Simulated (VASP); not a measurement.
A run of VASP 6.6.1 is set up as follows.

Contents of INCAR:

```
PREC = Accurate
ENCUT = 520
EDIFF = 1E-7
ISMEAR = -1
SIGMA = 0.02
LREAL = F
LASPH = T
NELM = 100
ALGO = Normal
ISIF = 2
LWAVE = F
LCHARG = T
GGA = PS
LELF = T
LVHAR = T
NBANDS = 36
```

File KPOINTS:

```
regular mesh
0
Gamma
  12 12 12
```

File POSCAR:

```
TiO
1.0
    4.9890877720      0.0000000000      0.0000000000
   -2.4945438860      4.3206767523      0.0000000000
    0.0000000000      0.0000000000      2.8733134400
Ti O
3 3
Direct
    0.6666666667      0.3333333333      0.5000000000
    0.3333333333      0.6666666667      0.5000000000
    0.0000000000      0.0000000000      0.0000000000
    0.6055592400      0.6055592400      0.0000000000
    0.3944407600      0.0000000000      0.0000000000
    0.0000000000      0.3944407600      0.0000000000
```

Potentials or basis: VASP PAW PBE potentials, release 64 (Ti_sv, O).

The run is started by

```bash
$ cat potpaw_PBE.64/Ti_sv/POTCAR potpaw_PBE.64/O/POTCAR > POTCAR
$ mpirun -np 1 vasp_std > vasp.out
```

**Question.** Estimate the pressure.

**Answer.** -5.1 GPa.

**Question.** Estimate the largest force.

**Answer.** 0.017 eV/Å.

Forces on the atoms (eV/Å):
```
Ti   0.000  0.000  0.000
Ti   0.000  0.000  0.000
Ti   0.000  0.000  0.000
O    0.009  0.015  0.000
O   -0.017  0.000  0.000
O    0.009 -0.015  0.000
```

Caveat: the cell stands under tension; the PAW data sets were made with another functional, which shifts forces and pressure a little.
